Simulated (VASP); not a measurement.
# Ti (Amm2) in VASP: single point with LDA

Aim: the single point of Ti with LDA.

All numbers are computed with VASP 6.6.1; they aren't measurements. Logs are shortened: lines on timing, memory, paths and dates and some standing lists are left out, and cuts for length are marked.

**1. The cell of the first run**

The structure is orthorhombic, space group Amm2 (No. 38). The conventional cell has a = 2.840 Å, b = 4.562 Å, c = 7.902 Å, α = 90.00°, β = 90.00°, γ = 90.00°. Within 3.7 Å of Ti (site symmetry mm2) lie 14 Ti at 2.84 to 3.08 Å. Within 3.5 Å of Ti (site symmetry mm2) lie 11 Ti at 2.63 to 3.08 Å. Ti (site symmetry mm2) has 11 Ti at 2.63 to 3.04 Å within 3.5 Å.

**2. Single point, LDA (atoms displaced along a vibrational mode, the cell strained)**

INCAR

```
ALGO     = Fast           # electronic algorithm
EDIFF    = 1E-6           # SCF threshold, eV
ENCUT    = 520            # plane-wave cutoff, eV
ISIF     = 2              # what is computed and relaxed
ISMEAR   = 0              # smearing method
LASPH    = T              # aspherical terms in the spheres
LCHARG   = T              # write CHGCAR
LELF     = T              # ELF
LREAL    = F              # projectors in reciprocal space
LVHAR    = T            
LWAVE    = F              # write WAVECAR
NBANDS   = 25             # bands
NELM     = 80             # most SCF steps
PREC     = Accurate       # precision mode
SIGMA    = 0.15           # smearing width, eV
```

KPOINTS

```
k-points
0
Gamma
  12 12 14
```

POSCAR

```
Ti
1.0
    4.5623346322      0.0000000000      0.0000000000
   -2.2811673161      3.9510976921      0.0000000000
    0.0000000000      0.0000000000      2.8397002579
Ti
3
Direct
   -0.0085219989     -0.0170439977      0.0000000000
    0.3375943328      0.6751886655      0.5000000000
    0.6709276661      0.3418553322      0.5000000000
```

Potentials or basis: VASP PAW LDA potentials, release 64 (Ti_sv).

Command:

```console
> cat potpaw_LDA.64/Ti_sv/POTCAR > POTCAR
> mpirun -np 1 vasp_std > vasp.out
```

OUTCAR:

```text
EDIFF = 1E-6
   ENCUT = 520
   ISIF = 2
   ISMEAR = 0
   LASPH = T
   LREAL = F
   NELM = 80
   PREC = Accurate

 ion  position               nearest neighbor table
   1  0.991  0.983  0.000-   3 2.90   3 2.90
   2  0.338  0.675  0.500-   3 2.63   3 2.63   3 2.63
   3  0.671  0.342  0.500-   2 2.63   2 2.63   2 2.63   1 2.90   1 2.90

  LATTYP: Found a hexagonal cell.
 ALAT       =     4.5623346322
 C/A-ratio  =     0.6224226162

  Lattice vectors:

 A1 = (   4.5623346322,   0.0000000000,   0.0000000000)
 A2 = (  -2.2811673161,   3.9510976921,   0.0000000000)
 A3 = (   0.0000000000,   0.0000000000,   2.8397002579)

Analysis of symmetry for initial positions (statically):
=====================================================================
 Subroutine PRICEL returns:
 Original cell was already a primitive cell.

 Routine SETGRP: Setting up the symmetry group for a
 hexagonal supercell.

 Subroutine GETGRP returns: Found  4 space group operations
 (whereof  4 operations were pure point group operations)
 out of a pool of 24 trial point group operations.

The static configuration has the point symmetry C_2v.

Analysis of symmetry for dynamics (positions and initial velocities):
=====================================================================
 Subroutine PRICEL returns:
 Original cell was already a primitive cell.

 Routine SETGRP: Setting up the symmetry group for a
 hexagonal supercell.

 Subroutine GETGRP returns: Found  4 space group operations
 (whereof  4 operations were pure point group operations)
 out of a pool of 24 trial point group operations.

The dynamic configuration has the point symmetry C_2v.

 Subroutine INISYM returns: Found  4 space group operations
 (whereof  4 operations are pure point group operations),
 and found     1 'primitive' translations

----------------------------------------------------------------------------------------

                                     Primitive cell

  volume of cell :      51.1891

  direct lattice vectors                    reciprocal lattice vectors
     4.562334632  0.000000000  0.000000000     0.219186027  0.126547111  0.000000000
    -2.281167316  3.951097692  0.000000000     0.000000000  0.253094223  0.000000000
     0.000000000  0.000000000  2.839700258     0.000000000  0.000000000  0.352149843

  length of vectors
     4.562334632  4.562334632  2.839700258     0.253094223  0.253094223  0.352149843

  position of ions in fractional coordinates (direct lattice)
     0.991478001  0.982956002  0.000000000
     0.337594333  0.675188666  0.500000000
     0.670927666  0.341855332  0.500000000

  ion indices of the primitive-cell ions
   primitive index   ion index
                 1           1
                 2           2
                 3           3

----------------------------------------------------------------------------------------

 KPOINTS: k-points

Automatic generation of k-mesh.
 Grid dimensions read from file:
 generate k-points for:   12   12   14

 Generating k-lattice:

  Cartesian coordinates                     Fractional coordinates (reciprocal lattice)
     0.018265502  0.010545593  0.000000000     0.083333333  0.000000000  0.000000000
     0.000000000  0.021091185  0.000000000     0.000000000  0.083333333  0.000000000
     0.000000000  0.000000000  0.025153560     0.000000000  0.000000000  0.071428571

  Length of vectors
     0.021091185  0.021091185  0.025153560

  Shift w.r.t. Gamma in fractional coordinates (k-lattice)
     0.000000000  0.000000000  0.000000000

 Subroutine IBZKPT returns following result:
 ===========================================

 Found    344 irreducible k-points:

 Following reciprocal coordinates:
            Coordinates               Weight
  0.000000  0.000000  0.000000      1.000000
  0.083333 -0.000000  0.000000      4.000000
  0.000000  0.083333  0.000000      2.000000
  0.166667  0.000000  0.000000      4.000000
  0.000000  0.166667  0.000000      2.000000
  0.250000 -0.000000  0.000000      4.000000
[... 16 lines left out ...]
 -0.083333  0.416667  0.000000      4.000000
 -0.416667  0.333333  0.000000      4.000000
 [... further k-points ...]
   k-points           NKPTS =    344   k-points in BZ     NKDIM =    344   number of bands    NBANDS=     25
   number of dos      NEDOS =    301   number of ions     NIONS =      3
   total plane-waves  NPLWV =  31104
   dimension x,y,z NGX =    36 NGY =   36 NGZ =   24
   dimension x,y,z NGXF=    72 NGYF=   72 NGZF=   48
   ions per type =               3
   NGX,Y,Z   is equivalent  to a cutoff of  13.12, 13.12, 14.05 a.u.
   NGXF,Y,Z  is equivalent  to a cutoff of  26.24, 26.24, 28.10 a.u.
 SYSTEM =  unknown system
   PREC   = accura    normal or accurate (medium, high low for compatibility)
   ISTART =      0    job   : 0-new  1-cont  2-samecut
   ICHARG =      2    charge: 1-file 2-atom 10-const
   ISPIN  =      1    spin polarized calculation?
   LNONCOLLINEAR =      F non collinear calculations
   LSORBIT =      F    spin-orbit coupling
   LASPH  =      T    aspherical Exc in radial PAW
   ENCUT  =  520.0 eV  38.22 Ry    6.18 a.u.   8.48  8.48  5.28*2*pi/ulx,y,z
   NELM   =     80;   NELMIN=  2; NELMDL= -5     # of ELM steps
   EDIFF  = 0.1E-05   stopping-criterion for ELM
   LREAL  =      F    real-space projection
[... 7 lines left out ...]
   TEBEG  =    0.0;   TEEND  =   0.0 temperature during run
   PSTRESS=    0.0 pullay stress
   NELECT =      36.0000    total number of electrons
   NUPDOWN=      -1.0000    fix difference up-down
   EMIN   =  10.00;   EMAX   =-10.00  energy-range for DOS
   EFERMI =   0.00;   METHOD = LEGACY
   ISMEAR =     0;   SIGMA  =   0.15  broadening in eV -4-tet -1-fermi 0-gaus
   EFERMI_NEDOS =   21; number of points for ismear=-14 and -15
   IALGO  =     68    algorithm
   IMIX   =      4    mixing-type and parameters
     AMIX     =   0.40;   BMIX     =  1.00
     AMIX_MAG =   1.60;   BMIX_MAG =  1.00
  volume/ion in A,a.u.               =      17.06       115.15
  Fermi-wavevector in a.u.,A,eV,Ry     =   1.455850  2.751157 28.837524  2.119498
  Thomas-Fermi vector in A             =   2.572836
   LORBIT       =      0    0 simple, 1 ext, 2 COOP (PROOUT), +10 PAW based schemes
   GGA     = CA    functional components
   LHFCALC =     F    Hartree Fock is set to
   AEXX    =    0.0000 exact exchange contribution
   IVDW    =     0    specifies the selected vdW correction
   LEPSILON=     F    determine dielectric tensor
   LRPA    =     F    only Hartree local field effects (RPA)
 non-spin polarized calculation
 RMM-DIIS sequential band-by-band and
 Gauss-broadening in eV      SIGMA  =   0.15
  energy-cutoff  :      520.00
  volume of cell :       51.19
 maximum number of plane-waves:      1420
 NGX is ok and might be reduce to    36
   NGX = 17   NGY = 17   NGZ = 11

 number of electron      36.0000002 magnetization

 Free energy of the ion-electron system (eV)
  ---------------------------------------------------
  ext. energy  EPLUGINS =         0.00000000
  ---------------------------------------------------
  free energy    TOTEN  =       -25.62358894 eV

  energy without entropy =      -25.59023748  energy(sigma->0) =      -25.60691321

 E-fermi :   8.1579     XC(G=0): -11.8657

 val. band max:        8.1547146779   @ k =   0.3333   0.3333   0.2857
 cond. band min:       8.1581715406   @ k =   0.0000   0.0000   0.0000
 fundamental gap:      0.0034568627
 Fermi energy:         8.1579159368

 k-point     1 :       0.0000    0.0000    0.0000
  band No.  band energies     occupation
      1     -48.0058      2.00000
      2     -47.7532      2.00000
      3     -47.5780      2.00000
      4     -24.7273      2.00000
      5     -24.7246      2.00000
      6     -24.6039      2.00000
[... 17 lines left out ...]
     24       9.8171      0.00000
     25      10.1125      0.00000

 k-point     2 :       0.0833   -0.0000    0.0000
  band No.  band energies     occupation
      1     -48.0046      2.00000
      2     -47.7516      2.00000
      3     -47.5810      2.00000
      4     -24.7661      2.00000
      5     -24.7178      2.00000
      6     -24.6069      2.00000
[... 17 lines left out ...]
     24       9.8348      0.00000
     25      10.3383      0.00000

 k-point     3 :       0.0000    0.0833    0.0000
  band No.  band energies     occupation
      1     -48.0046      2.00000
      2     -47.7515      2.00000
      3     -47.5810      2.00000
      4     -24.7475      2.00000
      5     -24.7442      2.00000
      6     -24.5806      2.00000
[... 17 lines left out ...]
     24       9.7105      0.00000
     25      10.2595      0.00000

 k-point     4 :       0.1667    0.0000    0.0000
  band No.  band energies     occupation
      1     -48.0013      2.00000
      2     -47.7465      2.00000
      3     -47.5897      2.00000
      4     -24.8043      2.00000
      5     -24.7426      2.00000
      6     -24.5623      2.00000
[... 17 lines left out ...]
     24       9.6944      0.00000
     25      10.3887      0.00000

 k-point     5 :       0.0000    0.1667    0.0000
  band No.  band energies     occupation
      1     -48.0014      2.00000
      2     -47.7464      2.00000
      3     -47.5897      2.00000
      4     -24.7903      2.00000
      5     -24.7644      2.00000
      6     -24.5368      2.00000
[... 17 lines left out ...]
     24       9.6679      0.00000
     25      10.5394      0.00000

 k-point     6 :       0.2500   -0.0000    0.0000
  band No.  band energies     occupation
      1     -47.9970      2.00000
      2     -47.7378      2.00000
      3     -47.6030      2.00000
      4     -24.8381      2.00000
      5     -24.7523      2.00000
      6     -24.5149      2.00000
[... 17 lines left out ...]
     24       9.9589      0.00000
     25      10.8944      0.00000
[... 393 lines left out ...]
 k-point    21 :      -0.3333    0.2500    0.0000
  band No.  band energies     occupation
      1     -47.9944      2.00000
      2     -47.7309      2.00000
      3     -47.6129      2.00000
      4     -24.8468      2.00000
      5     -24.7543      2.00000
      6     -24.5062      2.00000
[... 17 lines left out ...]
     24      10.1435      0.00000
     25      10.7744      0.00000

 k-point    22 :       0.3333    0.0833    0.0000
  band No.  band energies     occupation
      1     -47.9910      2.00000
      2     -47.7182      2.00000
      3     -47.6295      2.00000
      4     -24.8675      2.00000
      5     -24.7284      2.00000
      6     -24.5041      2.00000
[... 17 lines left out ...]
     24      10.4556      0.00000
     25      10.5375      0.00000

 k-point    23 :      -0.0833    0.4167    0.0000
  band No.  band energies     occupation
      1     -47.9912      2.00000
      2     -47.7178      2.00000
      3     -47.6296      2.00000
      4     -24.8660      2.00000
      5     -24.7343      2.00000
      6     -24.4974      2.00000
[... 17 lines left out ...]
     24      10.4168      0.00000
     25      10.5437      0.00000

 k-point    24 :      -0.4167    0.3333    0.0000
  band No.  band energies     occupation
      1     -47.9909      2.00000
      2     -47.7182      2.00000
      3     -47.6295      2.00000
      4     -24.8681      2.00000
      5     -24.7268      2.00000
      6     -24.5035      2.00000
[... 17 lines left out ...]
     24      10.4672      0.00000
     25      10.5413      0.00000

 [... further k-points ...]

------------------------ aborting loop because EDIFF is reached ----------------------------------------

  FORCE on cell =-STRESS in cart. coord.  units (eV):
  Direction    XX          YY          ZZ          XY          YZ          ZX
  --------------------------------------------------------------------------------------
  -------------------------------------------------------------------------------------
  Total       -2.5656073     -2.4562536     -2.7869997      0.0000000      0.0000000      0.0000000
  in kB      -80.3014452    -76.8787616    -87.2308477      0.0000000      0.0000000      0.0000000
  external PRESSURE =     -81.4703515 kB  Pullay stress =       0.0000000 kB

 VOLUME and BASIS-vectors are now :
 -----------------------------------------------------------------------------
  energy-cutoff  :      520.00
  volume of cell :       51.19
      direct lattice vectors                 reciprocal lattice vectors
     4.562334632  0.000000000  0.000000000     0.219186027  0.126547111  0.000000000
    -2.281167316  3.951097692  0.000000000     0.000000000  0.253094223  0.000000000
     0.000000000  0.000000000  2.839700258     0.000000000  0.000000000  0.352149843

 POSITION                                       TOTAL-FORCE (eV/Angst)
 -----------------------------------------------------------------------------------
      2.28117      3.88376      0.00000         0.000000      0.233703      0.000000
      0.00000      2.66774      1.41985        -0.000000     -0.085303      0.000000
      2.28117      1.35070      1.41985        -0.000000     -0.148400      0.000000
 -----------------------------------------------------------------------------------
    total drift:                                0.000001      0.000703      0.000000

  FREE ENERGIE OF THE ION-ELECTRON SYSTEM (eV)
  ---------------------------------------------------
  free  energy   TOTEN  =       -25.6235889449 eV

  energy  without entropy=      -25.5902374770  energy(sigma->0) =      -25.60691321
```

It took 9.7 min on 1 thread of Intel Xeon 6975P-C (Granite Rapids), shared host; peak memory 0.41 GiB.

Results:

```
Free energy            : -25.6236 eV
Pressure               : -8.1 GPa
Largest force          : 0.234 eV/Å
Band gap on the k mesh : zero (bands 18 and 19 overlap by 0.34 eV)
```

Forces in eV/Å, atoms in the order of the input:
```
Ti   0.000  0.234  0.000
Ti   0.000 -0.085  0.000
Ti   0.000 -0.148  0.000
```

Levels at points of the mesh, in eV from the Fermi level:
```
           k point  band 14  band 15  band 16  band 17  band 18  band 19  band 20  band 21  band 22  band 23
(0.00, 0.00, 0.00)    -1.97    -0.70    -0.70    -0.54    -0.54     0.00     0.71     1.27     1.30     1.65
(0.50, 0.00, 0.00)    -3.48    -2.61    -0.53    -0.38    -0.31     0.09     0.56     0.96     1.25     1.86
(0.00, 0.50, 0.00)    -3.47    -2.61    -0.50    -0.49    -0.27     0.16     0.56     0.95     1.26     1.81
(0.00, 0.00, 0.50)    -2.09    -2.08    -1.67    -1.61    -1.60     1.07     1.07     1.22     1.22     2.92
(0.50, 0.00, 0.50)    -2.10    -1.68    -1.18    -0.64    -0.62     0.34     0.81     0.95     1.05     2.22
(0.00, 0.50, 0.50)    -2.09    -1.68    -1.15    -0.64    -0.64     0.37     0.79     0.95     1.01     2.23
```

Caveat: the cell differs from its parent crystal (atoms displaced along a vibrational mode, the cell strained); the cell stands under tension.
